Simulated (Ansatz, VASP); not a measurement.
## AlN in VASP and in Ansatz

```
Al N
1.0
     3.03476    0.00000    0.00000
    -1.51738    2.62818    0.00000
     0.00000    0.00000    4.98797
Al N
2 2
Direct
  0.33333 0.66667 0.75000
  0.66667 0.33333 0.25000
  0.33333 0.66667 0.25000
  0.66667 0.33333 0.75000
```

Alike in both runs: task single point; functional LDA; k mesh 12 × 12 × 6; occupations fermi-dirac, width 0.2 eV; no spin polarisation.

|  | VASP | Ansatz |
| --- | --- | --- |
| version | VASP 6.6.1 | Ansatz 0.2.0 |
| potentials or method | VASP PAW LDA potentials, release 64 (Al, N), cutoff 600 eV | scalar-relativistic, plane waves, PAW |
| valence electrons in the cell | 16 | 16 |

Ansatz gave:

* gap on the k mesh at the Fermi level (eV): 3.15
* least direct gap on the mesh (eV): 3.15
* pressure (GPa): 19.8
* traceless stress, the component that is largest in VASP (GPa): -30.95

**Question.** Estimate VASP's values.

**Answer.** gap on the k mesh at the Fermi level (eV): 3.16; least direct gap on the mesh (eV): 3.16; pressure (GPa): 20.9; traceless stress, the component that is largest in VASP (GPa): -32.13.

LDA's correlation is that of Perdew and Zunger in VASP and of Perdew and Wang (1992) in Ansatz.
